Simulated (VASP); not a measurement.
Write the native input for VASP 6.6.1 that does the following.

* Task: relaxation of cell and atoms
* Functional: r2SCAN
* Dispersion: D4
* Potentials or basis: VASP PAW PBE potentials, release 64 (Li_sv)
* Cutoff: 600 eV
* k mesh: 11 × 11 × 11
* Occupations: fermi-dirac, width 0.05 eV
* Spin: no spin polarisation
* Dipole correction: no
* Further INCAR settings: ALGO = Normal; EDIFF = 1e-06; IBRION = 2; EDIFFG = -0.01; NSW = 60; ISIF = 3

Crystal: Li.

```
Li
1.0
    -1.75465    1.75465    1.75465
     1.75465   -1.75465    1.75465
     1.75465    1.75465   -1.75465
Li
1
Direct
  0.00000 0.00000 0.00000
```

One way to write it, as run:

POSCAR

```
Li
1.0
   -1.7546500000      1.7546500000      1.7546500000
    1.7546500000     -1.7546500000      1.7546500000
    1.7546500000      1.7546500000     -1.7546500000
Li
1
Direct
    0.0000000000      0.0000000000      0.0000000000
```

INCAR.step1

```
SYSTEM = Li
PREC     = Accurate       ! precision mode
ENCUT    = 600            ! plane-wave cutoff, eV
ISMEAR   = -1             ! smearing method
SIGMA    = 0.05           ! smearing width, eV
LREAL    = .False.        ! projectors in reciprocal space
LASPH    = .True.         ! aspherical terms in the spheres
NELM     = 80             ! most SCF steps
GGA      = PE             ! functional
ALGO     = Normal         ! electronic algorithm
EDIFF    = 1E-4           ! SCF threshold, eV
LWAVE    = .True.         ! write WAVECAR
LCHARG   = .False.        ! write CHGCAR
```

INCAR.step2

```
SYSTEM = Li
PREC     = Accurate       ! precision mode
ENCUT    = 600            ! plane-wave cutoff, eV
EDIFF    = 1E-6           ! SCF threshold, eV
ISMEAR   = -1             ! smearing method
SIGMA    = 0.05           ! smearing width, eV
LREAL    = .False.        ! projectors in reciprocal space
LASPH    = .True.         ! aspherical terms in the spheres
NELM     = 80             ! most SCF steps
ALGO     = Normal         ! electronic algorithm
ISIF     = 3              ! what is computed and relaxed
LWAVE    = .False.        ! write WAVECAR
LCHARG   = .False.        ! write CHGCAR
METAGGA  = R2SCAN         ! meta-GGA
LMIXTAU  = .True.       
IVDW     = 13             ! dispersion correction
VDW_S6   = 1.0          
VDW_S8   = 0.6018749    
VDW_A1   = 0.51559235   
VDW_A2   = 5.77342911   
IBRION   = 2              ! ionic algorithm
NSW      = 60             ! ionic steps
EDIFFG   = -0.01          ! ionic threshold
ISTART   = 1
```

KPOINTS

```
Automatic mesh
0
Gamma
  11 11 11
  0 0 0
```

Potentials or basis: VASP PAW PBE potentials, release 64 (Li_sv).

Command:

```console
$ cat potpaw_PBE.64/Li_sv/POTCAR > POTCAR
$ cp INCAR.step1 INCAR
$ mpirun -np 1 vasp_std > vasp.out
$ cp INCAR.step2 INCAR
$ mpirun -np 1 vasp_std > vasp.out
```

It gave:

The relaxed volume is 20.41 Å³/atom. The relaxed cell is a = 2.982 Å, b = 2.982 Å, c = 2.982 Å, α = 109.47°, β = 109.47°, γ = 109.47°, the space group after relaxing (to 0.1 Å) is Im-3m (No. 229) and the energy gained by relaxing is 0.6 meV/atom. The ionic steps are 6. The pressure after relaxing is 0.0 GPa, the band gap on the k mesh is zero (an odd number of electrons rules out a gap without spin polarisation) and the dispersion energy per atom is -0.007 eV.

Caveat: the cutoff is under 1.25 times the usual one of these potentials, so pressure, stress and relaxed cells hold a basis-set (Pulay) error; the PAW data sets were made with another functional, which shifts forces and pressure a little.

Wall time 85 s on 1 thread of Intel(R) Xeon(R) Platinum 8488C (Sapphire Rapids) (shared host), peak memory 0.13 GiB.
